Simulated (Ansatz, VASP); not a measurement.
Two plane-wave programs on Be

```
Be
1.0
     3.54487    0.00000    0.00000
    -1.77244    3.06995    0.00000
     0.00000    0.00000    8.17291
Be
8
Direct
  0.00000 0.00000 0.11745
  0.00000 0.00000 0.61745
  0.00000 0.00000 0.38255
  0.00000 0.00000 0.88255
  0.33333 0.66667 0.99967
  0.66667 0.33333 0.49967
  0.33333 0.66667 0.50033
  0.66667 0.33333 0.00033
```

Alike in both runs: functional PBE; k mesh 9 × 9 × 2; occupations gaussian, width 0.1 eV; no spin polarisation.

Ansatz relaxed the structure, and its values are those at the end. VASP's run is a single point on that final structure, the one shown.

|  | VASP | Ansatz |
| --- | --- | --- |
| version | VASP 6.6.1 | Ansatz 0.2.0 |
| potentials or method | VASP PAW PBE potentials, release 64 (Be), cutoff 520 eV | scalar-relativistic, plane waves, PAW |
| valence electrons in the cell | 16 | 16 |

|  | VASP | Ansatz | Ansatz less VASP |
| --- | --- | --- | --- |
| gap on the k mesh at the Fermi level (eV) | none | none | - |
| pressure (GPa) | 0.0 | -0.1 | -0.12 |
| rms of the force components (eV/Å) | 0.009 | 0.002 | -0.0066 |

A gap of «none» marks a metal or a gap that the smearing closes. The functional is the same, so the differences come from potentials, cutoffs and numerics.

The k mesh is coarse, so the values compare programs but aren't converged.
